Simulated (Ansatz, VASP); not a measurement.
## One calculation of SiC, two programs

```
Si C
1.0
    -3.07600    0.00000    0.00000
    -1.53800   -2.66389    0.00000
     0.00000    0.00000    9.79600
Si C
4 4
Direct
  0.33333 0.33333 0.67377
  0.33333 0.33333 0.15846
  0.66667 0.66667 0.93143
  0.66667 0.66667 0.41611
  0.33333 0.33333 0.87217
  0.33333 0.33333 0.35685
  0.66667 0.66667 0.09920
  0.66667 0.66667 0.61451
```

Alike in both runs: task single point; functional LDA; k mesh 10 × 10 × 3; occupations gaussian, width 0.05 eV; no spin polarisation.

|  | VASP | Ansatz |
| --- | --- | --- |
| version | VASP 6.6.1 | Ansatz 0.2.0 |
| potentials or method | VASP PAW LDA potentials, release 64 (Si, C), cutoff 520 eV | scalar-relativistic, plane waves, PAW |
| valence electrons in the cell | 32 | 32 |

VASP gave:

* gap on the k mesh at the Fermi level (eV): 2.22
* least direct gap on the mesh (eV): 3.45
* pressure (GPa): 6.1
* traceless stress, the component that is largest in VASP (GPa): 15.26
* rms of the force components (eV/Å): 1.942

Task: Which values does Ansatz return?

Result: gap on the k mesh at the Fermi level (eV): 2.22; least direct gap on the mesh (eV): 3.46; pressure (GPa): 5.7; traceless stress, the component that is largest in VASP (GPa): 15.22; rms of the force components (eV/Å): 1.946.

LDA's correlation is that of Perdew and Zunger in VASP and of Perdew and Wang (1992) in Ansatz. Atom by atom the forces differ by 0.007 eV/Å (rms over components).
